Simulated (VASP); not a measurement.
# ZnSe: single point with HSE06

Crystal: ZnSe.

```
Zn Se
1.0
     0.00000    2.94572    2.94572
     2.94572    0.00000    2.94572
     2.94572    2.94572    0.00000
Zn Se
1 1
Direct
  0.00000 0.00000 0.00000
  0.25000 0.25000 0.25000
```

This cell differs from its parent crystal: strain +4.0%.

```
Program             : VASP 6.6.1
Task                : single point
Functional          : HSE06
Potentials or basis : VASP PAW PBE potentials, release 64 (Zn, Se)
Cutoff              : 520 eV
k mesh              : 6 × 6 × 6
Occupations         : gaussian, width 0.01 eV
Spin                : no spin polarisation
```

* Pressure: -5.0 GPa
* Band gap on the k mesh: 1.89 eV

Levels at points of the mesh, in eV from the valence-band top:
```tsv
k point	band 7	band 8	band 9	band 10	band 11	band 12
(0.00, 0.00, 0.00)	0.00	0.00	0.00	1.89	6.93	6.93
(0.50, 0.00, 0.00)	-4.80	-0.75	-0.75	3.39	7.46	7.46
(0.50, 0.50, 0.00)	-4.56	-1.91	-1.91	4.08	4.44	11.27
```

Wall time 88 min on 1 thread of AMD EPYC 7R13, with other jobs on the host, peak memory 0.28 GiB.

Caveat: the cell differs from its parent crystal (strain +4.0%); the cell stands under tension; the PAW data sets were made with another functional, which shifts forces and pressure a little.
